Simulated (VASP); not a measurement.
A run of VASP 6.6.1 is set up as follows.

POSCAR

```
Si3N4
1.0
    7.6056646856      0.0000000000      0.0000000000
   -3.8028323428      6.5866988304      0.0000000000
    0.0000000000      0.0000000000      2.9056457473
Si N
6 8
Direct
    0.2306112143      0.8245680109      0.7500000000
    0.4060432034      0.2306112143      0.2500000000
    0.8245680109      0.5939567966      0.2500000000
    0.1754319891      0.4060432034      0.7500000000
    0.5939567966      0.7693887857      0.7500000000
    0.7693887857      0.1754319891      0.2500000000
    0.3333333333      0.6666666667      0.7500000000
    0.6666666667      0.3333333333      0.2500000000
    0.9687376643      0.6696816967      0.7500000000
    0.2990559676      0.9687376643      0.2500000000
    0.6696816967      0.7009440324      0.2500000000
    0.3303183033      0.2990559676      0.7500000000
    0.0312623357      0.3303183033      0.2500000000
    0.7009440324      0.0312623357      0.7500000000
```

The input INCAR.step1:

```
PREC = Accurate
ENCUT = 520
ISMEAR = 0
SIGMA = 0.01
LREAL = False
LASPH = True
NELM = 60
NBANDS = 45
GGA = PE
ALGO = Normal
EDIFF = 1E-4
LWAVE = True
LCHARG = False
```

INCAR.step2

```
PREC = Accurate
ENCUT = 520
EDIFF = 1E-7
ISMEAR = 0
SIGMA = 0.01
LREAL = False
LASPH = True
NELM = 60
ALGO = Normal
ISIF = 2
LWAVE = False
LCHARG = True
METAGGA = R2SCAN
LMIXTAU = True
LELF = True
LVHAR = True
NBANDS = 45
ISTART = 1
```

The input KPOINTS:

```
regular mesh
0
Gamma
  6 6 8
```

Potentials or basis: VASP PAW PBE potentials, release 64 (Si, N).

The run is started by

```sh
$ cat potpaw_PBE.64/Si/POTCAR potpaw_PBE.64/N/POTCAR > POTCAR
$ cp INCAR.step1 INCAR
$ mpirun -np 1 vasp_std > vasp.out
$ cp INCAR.step2 INCAR
$ mpirun -np 1 vasp_std > vasp.out
```

Task: What does it give for the band gap on the k mesh?

Result: 5.00 eV (least direct gap 5.20 eV).

Task: What does it give for the pressure?

Result: -0.2 GPa.

Caveat: the PAW data sets were made with another functional, which shifts forces and pressure a little. A k mesh can miss the band edges.
